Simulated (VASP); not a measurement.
## SnSe2: single point with PBEsol

Crystal: SnSe2.

```xyz
3
Lattice="3.7132 0.0000 0.0000 -1.8566 3.2158 0.0000 0.0000 0.0000 5.9786" Properties=species:S:1:pos:R:3 pbc="T T T"
Sn    0.0000    0.0000    0.0000
Se    0.0000    2.1438    1.4887
Se    1.8566    1.0719    4.4899
```

```
Program             : VASP 6.6.1
Task                : single point
Functional          : PBEsol
Potentials or basis : VASP PAW PBE potentials, release 64 (Sn_d, Se)
Cutoff              : 500 eV
k mesh              : 6 × 6 × 4
Occupations         : gaussian, width 0.01 eV
Spin                : no spin polarisation
```

The pressure is 9.9 GPa, the largest force is 1.490 eV/Å and the band gap on the k mesh is 0.79 eV (least direct gap 1.37 eV).

Forces on the atoms (eV/Å):
```
Sn   0.000  0.000  0.000
Se   0.000  0.000  1.490
Se   0.000  0.000 -1.490
```

Stress tensor (GPa, compression positive):
```
 9.39  0.00  0.00
 0.00  9.39  0.00
 0.00  0.00 10.80
```

Levels at points of the mesh, in eV from the valence-band top:
```
           k point  band 11  band 12  band 13  band 14  band 15  band 16
(0.00, 0.00, 0.00)    -0.46    -0.46     0.00     1.37     2.84     4.70
(0.50, 0.00, 0.00)    -3.04    -1.44    -0.36     1.15     3.73     5.25
(0.00, 0.00, 0.50)    -0.92    -0.29    -0.29     2.75     2.89     4.38
(0.50, 0.00, 0.50)    -2.20    -1.01    -0.81     0.91     4.14     4.71
```

Wall time 42 s on 1 thread of Intel Xeon 8259CL, on a shared host, peak memory 0.19 GiB.

Caveat: the cell stands under pressure; the PAW data sets were made with another functional, which shifts forces and pressure a little; spin-orbit coupling is left out, which moves the levels of the heavy elements; this functional lacks dispersion, which binds the layers, so the pressure and a relaxed spacing across them are unreliable. A k mesh can miss the band edges.
